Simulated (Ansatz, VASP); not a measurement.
# Two plane-wave programs on HPt6

```
Pt H
1.0
     5.61433    0.00000    0.00000
    -2.80716    4.86215    0.00000
     0.00000    0.00000   22.61927
Pt H
12 2
Direct
  0.33333 0.16667 0.17684
  0.33333 0.66667 0.17684
  0.83333 0.16667 0.17684
  0.83333 0.66667 0.17684
  0.16667 0.33333 0.27895
  0.16667 0.83333 0.27895
  0.66667 0.33333 0.27895
  0.66667 0.83333 0.27895
  0.00000 0.00000 0.38106
  0.00000 0.50000 0.38106
  0.50000 0.00000 0.38106
  0.50000 0.50000 0.38106
  0.21658 0.43316 0.51369
  0.28342 0.56684 0.51369
```

Alike in both runs: task single point; functional PBE; k mesh 6 × 6 × 1; occupations gaussian, width 0.1 eV; no spin polarisation.

|  | VASP | Ansatz |
| --- | --- | --- |
| version | VASP 6.6.1 | Ansatz 0.2.0 |
| potentials or method | VASP PAW PBE potentials, release 64 (Pt, H), cutoff 520 eV | scalar-relativistic, plane waves, PAW |
| valence electrons in the cell | 122 | 218 |

```csv
,VASP,Ansatz,Ansatz less VASP
gap on the k mesh at the Fermi level (eV),none,none,-
rms of the force components (eV/Å),1.073,1.066,-0.0074
"work function, face that differs most (eV)",5.68,5.68,0.000
```

Atom by atom the forces differ by 0.011 eV/Å (rms over components). A gap of «none» marks a metal or a gap that the smearing closes. The functional is the same, so the differences come from potentials, cutoffs and numerics. VASP's potentials hold 122 valence electrons a cell and Ansatz's 218, so a difference there can come from the potentials and not from the codes.

Neither program's run includes spin-orbit coupling.
